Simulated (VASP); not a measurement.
# Li (Pmmn) in VASP: further runs, part 2 of 2

VASP 6.6.1.

## (4) Single point, PBEsol+D3(BJ) (mode 4 frozen in at -0.319 Å and mode 5 at -0.319 Å (largest displacements))

File INCAR:

```
ALGO = Fast ; EDIFF = 1E-7
ENCUT = 520 ; GGA = PS
ISIF = 2 ; ISMEAR = 0
IVDW = 12 ; LASPH = True
LCHARG = False ; LREAL = False
LWAVE = False ; NBANDS = 10
NELM = 80 ; PREC = Accurate
SIGMA = 0.15
```

File KPOINTS:

```
k-points
0
Gamma
  16 16 10
```

File POSCAR:

```
Li
1.0
    0.0000000000     -2.0954789853     -2.0954789853
    0.0000000000      2.0954789853     -2.0954789853
    4.1909579706      0.0000000000      0.0000000000
Li
2
Direct
    0.6521370542      0.5000000000      0.5000000000
   -0.1521370542      0.0000000000      0.0000000000
```

Potentials or basis: VASP PAW PBE potentials, release 64 (Li_sv).

Command:

```console
> cat potpaw_PBE.64/Li_sv/POTCAR > POTCAR
> mpirun -np 1 vasp_std > vasp.out
```

OUTCAR:

```text
EDIFF = 1E-7
   ENCUT = 520
   GGA = PS
   ISIF = 2
   ISMEAR = 0
   IVDW = 12
   LASPH = True
   LREAL = False
   NELM = 80
   PREC = Accurate
 IVDW          = 12

 ion  position               nearest neighbor table
   1  0.652  0.500  0.500-
   2  0.848  0.000  0.000-

  LATTYP: Found a simple tetragonal cell.
 ALAT       =     2.9634548007
 C/A-ratio  =     1.4142135624

  Lattice vectors:

 A1 = (   0.0000000000,  -2.0954789853,  -2.0954789853)
 A2 = (   0.0000000000,   2.0954789853,  -2.0954789853)
 A3 = (   4.1909579706,   0.0000000000,   0.0000000000)

Analysis of symmetry for initial positions (statically):
=====================================================================
 Subroutine PRICEL returns:
 Original cell was already a primitive cell.

 Routine SETGRP: Setting up the symmetry group for a
 simple tetragonal supercell.

 Subroutine GETGRP returns: Found  8 space group operations
 (whereof  4 operations were pure point group operations)
 out of a pool of 16 trial point group operations.

The static configuration has the point symmetry C_2v.
 The point group associated with its full space group is D_2h.

Analysis of symmetry for dynamics (positions and initial velocities):
=====================================================================
 Subroutine PRICEL returns:
 Original cell was already a primitive cell.

 Routine SETGRP: Setting up the symmetry group for a
 simple tetragonal supercell.

 Subroutine GETGRP returns: Found  8 space group operations
 (whereof  4 operations were pure point group operations)
 out of a pool of 16 trial point group operations.

The dynamic configuration has the point symmetry C_2v.
 The point group associated with its full space group is D_2h.

 Subroutine INISYM returns: Found  8 space group operations
 (whereof  4 operations are pure point group operations),
 and found     1 'primitive' translations

----------------------------------------------------------------------------------------

                                     Primitive cell

  volume of cell :      36.8053

  direct lattice vectors                    reciprocal lattice vectors
     0.000000000 -2.095478985 -2.095478985     0.000000000 -0.238608931 -0.238608931
     0.000000000  2.095478985 -2.095478985     0.000000000  0.238608931 -0.238608931
     4.190957971  0.000000000  0.000000000     0.238608931  0.000000000  0.000000000

  length of vectors
     2.963454801  2.963454801  4.190957971     0.337443986  0.337443986  0.238608931

  position of ions in fractional coordinates (direct lattice)
     0.652137054  0.500000000  0.500000000
     0.847862946  0.000000000  0.000000000

  ion indices of the primitive-cell ions
   primitive index   ion index
                 1           1
                 2           2

----------------------------------------------------------------------------------------

 KPOINTS: k-points

Automatic generation of k-mesh.
 Grid dimensions read from file:
[... 23 lines left out ...]
  0.062500  0.000000  0.000000      2.000000
  0.000000  0.062500  0.000000      2.000000
  0.125000  0.000000  0.000000      2.000000
  0.000000  0.125000  0.000000      2.000000
  0.187500  0.000000  0.000000      2.000000
[... 16 lines left out ...]
  0.250000  0.062500  0.000000      4.000000
 -0.062500  0.250000  0.000000      4.000000
 [... further k-points ...]
   k-points           NKPTS =    486   k-points in BZ     NKDIM =    486   number of bands    NBANDS=     10
   number of dos      NEDOS =    301   number of ions     NIONS =      2
   total plane-waves  NPLWV =  18432
   dimension x,y,z NGX =    24 NGY =   24 NGZ =   32
   dimension x,y,z NGXF=    48 NGYF=   48 NGZF=   64
   ions per type =               2
   NGX,Y,Z   is equivalent  to a cutoff of  13.46, 13.46, 12.69 a.u.
   NGXF,Y,Z  is equivalent  to a cutoff of  26.93, 26.93, 25.39 a.u.
 SYSTEM =  unknown system
   PREC   = accura    normal or accurate (medium, high low for compatibility)
   ISTART =      0    job   : 0-new  1-cont  2-samecut
   ICHARG =      2    charge: 1-file 2-atom 10-const
   ISPIN  =      1    spin polarized calculation?
   LNONCOLLINEAR =      F non collinear calculations
   LSORBIT =      F    spin-orbit coupling
   LASPH  =      T    aspherical Exc in radial PAW
   ENCUT  =  520.0 eV  38.22 Ry    6.18 a.u.   5.51  5.51  7.79*2*pi/ulx,y,z
   NELM   =     80;   NELMIN=  2; NELMDL= -5     # of ELM steps
   EDIFF  = 0.1E-06   stopping-criterion for ELM
   LREAL  =      F    real-space projection
   EDIFFG = 0.1E-05   stopping-criterion for IOM
   NSW    =      0    number of steps for IOM
   IBRION =     -1    ionic relax: 0-MD 1-quasi-New 2-CG
   NFREE  =      0    steps in history (QN), initial steepest desc. (CG)
   ISIF   =      2    stress and relaxation
   ISYM   =      2    0-nonsym 1-usesym 2-fastsym
   POTIM  = 0.5000    time-step for ionic-motion
   TEBEG  =    0.0;   TEEND  =   0.0 temperature during run
   PSTRESS=    0.0 pullay stress
   NELECT =       6.0000    total number of electrons
   NUPDOWN=      -1.0000    fix difference up-down
   EMIN   =  10.00;   EMAX   =-10.00  energy-range for DOS
   EFERMI =   0.00;   METHOD = LEGACY
   ISMEAR =     0;   SIGMA  =   0.15  broadening in eV -4-tet -1-fermi 0-gaus
   EFERMI_NEDOS =   21; number of points for ismear=-14 and -15
   IALGO  =     68    algorithm
   IMIX   =      4    mixing-type and parameters
     AMIX     =   0.40;   BMIX     =  1.00
     AMIX_MAG =   1.60;   BMIX_MAG =  1.00
  volume/ion in A,a.u.               =      18.40       124.19
  Fermi-wavevector in a.u.,A,eV,Ry     =   0.894311  1.690003 10.881835  0.799792
  Thomas-Fermi vector in A             =   2.016500
   LORBIT       =      0    0 simple, 1 ext, 2 COOP (PROOUT), +10 PAW based schemes
   GGA     = PS    functional components
   LHFCALC =     F    Hartree Fock is set to
   AEXX    =    0.0000 exact exchange contribution
   IVDW    =    12    specifies the selected vdW correction
   LEPSILON=     F    determine dielectric tensor
   LRPA    =     F    only Hartree local field effects (RPA)
 non-spin polarized calculation
 RMM-DIIS sequential band-by-band and
 Gauss-broadening in eV      SIGMA  =   0.15
  energy-cutoff  :      520.00
  volume of cell :       36.81
 maximum number of plane-waves:      1011
 NGX is ok and might be reduce to    24
   NGX = 11   NGY = 11   NGZ = 15

 number of electron       5.9999989 magnetization

 Free energy of the ion-electron system (eV)
  ---------------------------------------------------
  ext. energy  EPLUGINS =         0.00000000
  ---------------------------------------------------
  free energy    TOTEN  =        -3.68321319 eV

  energy without entropy =       -3.67472539  energy(sigma->0) =       -3.67896929

 E-fermi :   0.9293     XC(G=0):  -7.2553

 val. band max:        0.9209597629   @ k =   0.1875   0.1250   0.3000
 cond. band min:       0.9391736482   @ k =  -0.1875   0.5000   0.2000
 fundamental gap:      0.0182138853
 Fermi energy:         0.9292909003

 k-point     1 :       0.0000    0.0000    0.0000
  band No.  band energies     occupation
      1     -45.0686      2.00000
      2     -45.0033      2.00000
      3      -2.7423      2.00000
      4       2.3256      0.00000
      5       6.0583      0.00000
      6       9.7099      0.00000
      7      10.5894      0.00000
      8      11.6605      0.00000
      9      14.1874      0.00000
     10      16.3244      0.00000
[... 287 lines left out ...]
 k-point    24 :      -0.0625    0.2500    0.0000
  band No.  band energies     occupation
      1     -45.0538      2.00000
      2     -45.0078      2.00000
      3      -1.9314      2.00000
      4       3.4414      0.00000
      5       4.0751      0.00000
      6       7.9852      0.00000
      7      10.4609      0.00000
      8      11.7454      0.00000
      9      12.9619      0.00000
     10      14.1329      0.00000

 [... further k-points ...]

------------------------ aborting loop because EDIFF is reached ----------------------------------------

 Edisp (eV)   -0.32955

 E8    (eV) :    -0.2110

  FORCE on cell =-STRESS in cart. coord.  units (eV):
  Direction    XX          YY          ZZ          XY          YZ          ZX
  --------------------------------------------------------------------------------------
  -------------------------------------------------------------------------------------
  Total       0.99195    -0.37737    -0.37737     0.00000    -1.03069     0.00000
  in kB      43.18076   -16.42742   -16.42742     0.00000   -44.86703     0.00000
  external pressure =        3.44 kB  Pullay stress =        0.00 kB

 VOLUME and BASIS-vectors are now :
 -----------------------------------------------------------------------------
  energy-cutoff  :      520.00
  volume of cell :       36.81
      direct lattice vectors                 reciprocal lattice vectors
     0.000000000 -2.095478985 -2.095478985     0.000000000 -0.238608931 -0.238608931
     0.000000000  2.095478985 -2.095478985     0.000000000  0.238608931 -0.238608931
     4.190957971  0.000000000  0.000000000     0.238608931  0.000000000  0.000000000

 POSITION                                       TOTAL-FORCE (eV/Angst)
 -----------------------------------------------------------------------------------
      2.09548     -0.31880     -2.41428         0.000000      0.261335      0.261335
      0.00000     -1.77668     -1.77668         0.000000     -0.261335     -0.261335
 -----------------------------------------------------------------------------------
    total drift:                                0.000000     -0.000000     -0.000000

  FREE ENERGIE OF THE ION-ELECTRON SYSTEM (eV)
  ---------------------------------------------------
  free  energy   TOTEN  =        -4.0127666372 eV

  energy  without entropy=       -4.0042788361  energy(sigma->0) =       -4.00852274
```

OSZICAR:

```text
N       E                     dE             d eps       ncg     rms          rms(c)
DAV:   1     0.148970646699E+02    0.14897E+02   -0.25009E+03  9720   0.545E+02
DAV:   2    -0.123561191333E+01   -0.16133E+02   -0.15727E+02 12388   0.100E+02
DAV:   3    -0.363885398952E+01   -0.24032E+01   -0.23792E+01 16088   0.310E+01
DAV:   4    -0.368763042720E+01   -0.48776E-01   -0.48701E-01 12922   0.459E+00
DAV:   5    -0.368799287168E+01   -0.36244E-03   -0.36242E-03 12858   0.410E-01    0.425E-01
RMM:   6    -0.368438862850E+01    0.36042E-02   -0.11392E-03 13688   0.220E-01    0.252E-01
RMM:   7    -0.368296499404E+01    0.14236E-02   -0.45684E-03 14456   0.438E-01    0.427E-02
RMM:   8    -0.368312807394E+01   -0.16308E-03   -0.12985E-03 16403   0.218E-01    0.744E-03
RMM:   9    -0.368319300403E+01   -0.64930E-04   -0.48197E-04 17257   0.129E-01    0.155E-02
RMM:  10    -0.368322226146E+01   -0.29257E-04   -0.14328E-04 16586   0.673E-02    0.439E-02
RMM:  11    -0.368322229638E+01   -0.34919E-07   -0.45308E-05 17285   0.428E-02    0.362E-02
RMM:  12    -0.368321636826E+01    0.59281E-05   -0.92554E-06 16600   0.197E-02    0.200E-02
RMM:  13    -0.368321495765E+01    0.14106E-05   -0.29268E-06 15742   0.939E-03    0.138E-02
RMM:  14    -0.368321408078E+01    0.87687E-06   -0.98003E-07 14204   0.503E-03    0.901E-03
RMM:  15    -0.368321326073E+01    0.82006E-06   -0.43584E-07 14090   0.440E-03    0.320E-03
RMM:  16    -0.368321318674E+01    0.73985E-07   -0.18363E-07 11248   0.296E-03
   1 F= -.40127666E+01 E0= -.40085227E+01  d E =-.848780E-02
```

stdout:

```text
POSCAR found type information on POSCAR Li
 POSCAR found :  1 types and       2 ions
 scaLAPACK will be used
 -----------------------------------------------------------------------------
|                                                                             |
|                                                                             |
|     You enforced a specific xc type in the INCAR file but a different       |
|     I HOPE YOU KNOW WHAT YOU ARE DOING!                                     |
|                                                                             |
 -----------------------------------------------------------------------------

 LDA part: xc-table for (Slater+PW92), standard interpolation
 POSCAR, INCAR and KPOINTS ok, starting setup
 FFT: planning ... GRIDC
 FFT: planning ... GRID_SOFT
 FFT: planning ... GRID
 WAVECAR not read
 entering main loop
WARNING in EDDRMM: call to ZHEGV failed, returncode =   6  3      3
WARNING in EDDRMM: call to ZHEGV failed, returncode =   6  3      5
WARNING in EDDRMM: call to ZHEGV failed, returncode =   6  3      3
WARNING in EDDRMM: call to ZHEGV failed, returncode =   6  3     10
WARNING in EDDRMM: call to ZHEGV failed, returncode =   6  3      6
WARNING in EDDRMM: call to ZHEGV failed, returncode =   6  3      5
WARNING in EDDRMM: call to ZHEGV failed, returncode =   6  3      3
WARNING in EDDRMM: call to ZHEGV failed, returncode =   6  3      7
WARNING in EDDRMM: call to ZHEGV failed, returncode =   8  4      3
WARNING in EDDRMM: call to ZHEGV failed, returncode =   8  4      5
```

Run time: 92 s. Hardware: 1 thread of Intel Xeon Platinum 8488C (Sapphire Rapids), shared host; peak memory 0.25 GiB.

Results:

| Item | Value |
| --- | --- |
| Free energy | -4.0128 eV |
| Largest force | 0.370 eV/Å |
| Band gap on the k mesh | zero (band 3 reaches 3.68 eV, above the bottom of band 4 at -1.20 eV) |
| Dispersion energy per atom | -0.165 eV |

Forces in eV/Å, atoms in the order of the input:
```
Li   0.000  0.261  0.261
Li   0.000 -0.261 -0.261
```

Levels at points of the mesh, in eV from the Fermi level:
```csv
k point,band 1,band 2,band 3,band 4,band 5,band 6
"(0.00, 0.00, 0.00)",-46.00,-45.93,-3.67,1.40,5.13,8.78
"(0.50, 0.00, 0.00)",-45.99,-45.93,-1.26,0.55,4.25,6.92
"(0.00, 0.50, 0.00)",-45.96,-45.96,-0.61,-0.61,5.60,5.60
"(0.50, 0.50, 0.00)",-45.95,-45.95,2.03,2.03,3.87,3.87
"(0.00, 0.00, 0.50)",-45.97,-45.97,-2.13,-2.13,10.68,10.68
"(0.50, 0.00, 0.50)",-45.96,-45.96,0.33,0.33,2.46,2.46
"(0.00, 0.50, 0.50)",-45.96,-45.96,-0.22,-0.22,3.33,3.33
"(0.50, 0.50, 0.50)",-45.95,-45.95,2.75,2.75,3.94,3.94
```

Caveat: the cell differs from its parent crystal (mode 4 frozen in at -0.319 Å and mode 5 at -0.319 Å (largest displacements)); the cutoff is under 1.25 times the usual one of these potentials, so pressure, stress and relaxed cells hold a basis-set (Pulay) error; the PAW data sets were made with another functional, which shifts forces and pressure a little; pairwise dispersion overbinds metals, which lowers pressure and volume.

## (5) Single point, PBEsol+D3(BJ) (mode 4 frozen in at -0.106 Å and mode 5 at -0.106 Å (largest displacements))

File INCAR:

```
PREC     = Accurate       # precision mode
ENCUT    = 520            # plane-wave cutoff, eV
EDIFF    = 1E-6           # SCF threshold, eV
ISMEAR   = 0              # smearing method
SIGMA    = 0.15           # smearing width, eV
LREAL    = False          # projectors in reciprocal space
LASPH    = True           # aspherical terms in the spheres
NELM     = 60             # most SCF steps
ALGO     = Fast           # electronic algorithm
ISIF     = 2              # what is computed and relaxed
LWAVE    = False          # write WAVECAR
LCHARG   = False          # write CHGCAR
GGA      = PS             # functional
IVDW     = 12             # dispersion correction
NBANDS   = 10             # bands
```

File KPOINTS:

```
Automatic mesh
0
Gamma
  16 16 10
```

File POSCAR:

```
Li
1.0
    0.0000000000     -2.0954789853     -2.0954789853
    0.0000000000      2.0954789853     -2.0954789853
    4.1909579706      0.0000000000      0.0000000000
Li
2
Direct
    0.5506805369      0.5000000000      0.5000000000
   -0.0506805369      0.0000000000      0.0000000000
```

Potentials or basis: VASP PAW PBE potentials, release 64 (Li_sv).

Command:

```console
> cat potpaw_PBE.64/Li_sv/POTCAR > POTCAR
> mpirun -np 1 vasp_std > vasp.out
```

OUTCAR:

```text
PREC = Accurate
   ENCUT = 520
   EDIFF = 1E-6
   ISMEAR = 0
   LREAL = False
   LASPH = True
   NELM = 60
   ISIF = 2
   GGA = PS
   IVDW = 12
 IVDW          = 12

 ion  position               nearest neighbor table
   1  0.551  0.500  0.500-
   2  0.949  0.000  0.000-

  LATTYP: Found a simple tetragonal cell.
 ALAT       =     2.9634548007
 C/A-ratio  =     1.4142135624

  Lattice vectors:

 A1 = (   0.0000000000,  -2.0954789853,  -2.0954789853)
 A2 = (   0.0000000000,   2.0954789853,  -2.0954789853)
[... 502 lines left out ...]

 Edisp (eV)   -0.32960

 E8    (eV) :    -0.2111

  FORCE on cell =-STRESS in cart. coord.  units (eV):
  Direction    XX          YY          ZZ          XY          YZ          ZX
  --------------------------------------------------------------------------------------
  -------------------------------------------------------------------------------------
  Total       0.12928    -0.08021    -0.08021     0.00000    -0.17382     0.00000
  in kB       5.62769    -3.49181    -3.49181     0.00000    -7.56654     0.00000
  external pressure =       -0.45 kB  Pullay stress =        0.00 kB

 VOLUME and BASIS-vectors are now :
 -----------------------------------------------------------------------------
  energy-cutoff  :      520.00
  volume of cell :       36.81
      direct lattice vectors                 reciprocal lattice vectors
     0.000000000 -2.095478985 -2.095478985     0.000000000 -0.238608931 -0.238608931
     0.000000000  2.095478985 -2.095478985     0.000000000  0.238608931 -0.238608931
     4.190957971  0.000000000  0.000000000     0.238608931  0.000000000  0.000000000

 POSITION                                       TOTAL-FORCE (eV/Angst)
 -----------------------------------------------------------------------------------
      2.09548     -0.10620     -2.20168         0.000000      0.162094      0.162094
      0.00000     -1.98928     -1.98928         0.000000     -0.162094     -0.162094
 -----------------------------------------------------------------------------------
    total drift:                               -0.000000     -0.000000     -0.000000

  FREE ENERGIE OF THE ION-ELECTRON SYSTEM (eV)
  ---------------------------------------------------
  free  energy   TOTEN  =        -4.2188767117 eV

  energy  without entropy=       -4.2085529162  energy(sigma->0) =       -4.21371481
```

OSZICAR:

```text
N       E                     dE             d eps       ncg     rms          rms(c)
DAV:   1     0.121234001358E+02    0.12123E+02   -0.24193E+03  9752   0.547E+02
DAV:   2    -0.208493860304E+01   -0.14208E+02   -0.13828E+02 12458   0.995E+01
DAV:   3    -0.384954237518E+01   -0.17646E+01   -0.17509E+01 15624   0.257E+01
DAV:   4    -0.389264899705E+01   -0.43107E-01   -0.42952E-01 12898   0.412E+00
DAV:   5    -0.389317338815E+01   -0.52439E-03   -0.52436E-03 12694   0.398E-01    0.405E-01
RMM:   6    -0.389022690676E+01    0.29465E-02   -0.93835E-04 13618   0.202E-01    0.240E-01
RMM:   7    -0.388906368319E+01    0.11632E-02   -0.37368E-03 14475   0.395E-01    0.366E-02
RMM:   8    -0.388920186770E+01   -0.13818E-03   -0.11068E-03 16014   0.192E-01    0.596E-03
RMM:   9    -0.388926079878E+01   -0.58931E-04   -0.43047E-04 17070   0.121E-01    0.144E-02
RMM:  10    -0.388928677767E+01   -0.25979E-04   -0.13249E-04 16369   0.667E-02    0.394E-02
RMM:  11    -0.388928901712E+01   -0.22394E-05   -0.47245E-05 16787   0.437E-02    0.353E-02
RMM:  12    -0.388928424762E+01    0.47695E-05   -0.86586E-06 14457   0.185E-02    0.226E-02
RMM:  13    -0.388928177645E+01    0.24712E-05   -0.23701E-06 11995   0.108E-02    0.130E-02
RMM:  14    -0.388928080579E+01    0.97066E-06   -0.74183E-07 10842   0.632E-03
   1 F= -.42188767E+01 E0= -.42137148E+01  d E =-.103238E-01
```

Run time: 75 s. Hardware: 1 thread of Intel Xeon Platinum 8488C (Sapphire Rapids), shared host; peak memory 0.25 GiB.

Results:

```
Free energy                : -4.2189 eV
Largest force              : 0.229 eV/Å
Band gap on the k mesh     : zero (band 3 reaches 4.38 eV, above the bottom of band 4 at -1.21 eV)
Dispersion energy per atom : -0.165 eV
```

Forces on the atoms (eV/Å):
```
Li   0.000  0.162  0.162
Li   0.000 -0.162 -0.162
```

Caveat: the cell differs from its parent crystal (mode 4 frozen in at -0.106 Å and mode 5 at -0.106 Å (largest displacements)); the cutoff is under 1.25 times the usual one of these potentials, so pressure, stress and relaxed cells hold a basis-set (Pulay) error; the PAW data sets were made with another functional, which shifts forces and pressure a little; pairwise dispersion overbinds metals, which lowers pressure and volume.
